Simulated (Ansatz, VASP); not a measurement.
# One calculation of C, two programs

INCAR

```
  PREC = Accurate
  ENCUT = 520
  EDIFF = 1E-6
  ISMEAR = 0
  SIGMA = 0.02
  LREAL = False
  LASPH = True
  NELM = 80
  ALGO = Normal
  ISIF = 2
  LWAVE = False
  LCHARG = False
  GGA = PS
  IBRION = 2
  NSW = 60
  EDIFFG = -0.002
```

The input KPOINTS:

```
Automatic mesh
0
Gamma
  9 9 6
```

POSCAR

```
C
1.0
    2.5643191212      0.0000000000      0.0000000000
   -1.2821595606      2.2207655024      0.0000000000
    0.0000000000      0.0000000000      4.2229976408
C
4
Direct
    0.3333333333      0.6666666667     -0.0002046816
    0.6666666667      0.3333333333      0.4997953184
    0.3333333333      0.6666666667      0.3742046816
    0.6666666667      0.3333333333      0.8742046816
```

Input for Ansatz:

```yaml
crystal:
  lattice:
    - [2.5643191212, 0.0, 0.0]
    - [-1.2821595606, 2.2207655024, 0.0]
    - [0.0, 0.0, 4.2229976408]
  atoms:
    - { symbol: C, position: [0.3333333333, 0.6666666667, -0.0002046816] }
    - { symbol: C, position: [0.6666666667, 0.3333333333, 0.4997953184] }
    - { symbol: C, position: [0.3333333333, 0.6666666667, 0.3742046816] }
    - { symbol: C, position: [0.6666666667, 0.3333333333, 0.8742046816] }
basis:
  ecutwfc: 420
kpoints:
  mp_grid: { grid: [9, 9, 6] }
hamiltonian:
  xc: pbesol
  pseudopotentials: { kind: paw, azcp: { folder: soft_1 } }
scf:
  occupations: { method: gaussian, width: 0.02 }
output:
  forces: true
  stress: true
  eigenvalues: true
relax:
  adjacent_minimum: "off"
  f_tol: 0.002
  max_steps: 40
```

Change from the starting cell: strained cell.

Alike in both runs: task relaxation of the atoms; functional PBEsol; k mesh 9 × 9 × 6; occupations gaussian, width 0.02 eV; no spin polarisation.

|  | VASP | Ansatz |
| --- | --- | --- |
| version | VASP 6.6.1 | Ansatz 0.2.0 |
| potentials or method | VASP PAW PBE potentials, release 64 (C), cutoff 520 eV | scalar-relativistic, plane waves, PAW |
| valence electrons in the cell | 16 | 16 |

|  | VASP | Ansatz | Ansatz less VASP |
| --- | --- | --- | --- |
| gap on the k mesh at the Fermi level, each at its own relaxed structure (eV) | 3.30 | 3.32 | +0.019 |

VASP's potentials were made for PBE, not for PBEsol, and Ansatz warns of the same on its side. Ansatz's warnings: stress scf threshold loose.
